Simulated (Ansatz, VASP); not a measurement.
## Si: VASP beside Ansatz

```xyz
2
Lattice="0.0000 2.7350 2.7350 2.7350 0.0000 2.7350 2.7350 2.7350 0.0000" Properties=species:S:1:pos:R:3 pbc="T T T"
Si    4.1026    4.1026    4.1026
Si    2.7350    2.7350    2.7350
```

Alike in both runs: task single point; functional PBE; k mesh 8 × 8 × 8; no spin polarisation.

|  | VASP | Ansatz |
| --- | --- | --- |
| version | VASP 6.6.1 | Ansatz 0.2.0 |
| potentials or method | VASP PAW PBE potentials, release 64 (Si), cutoff 500 eV | scalar-relativistic, plane waves, PAW |
| occupations | tetrahedron | tetrahedron-uncorrected |
| valence electrons in the cell | 8 | 8 |

VASP gave:

| Item | Value |
| --- | --- |
| gap on the k mesh at the Fermi level (eV) | 0.65 |
| pressure (GPa) | -0.1 |

Question: Which values does Ansatz return?

Answer: gap on the k mesh at the Fermi level (eV): 0.65; pressure (GPa): 0.0.

Ansatz's warnings: band table not solved further.
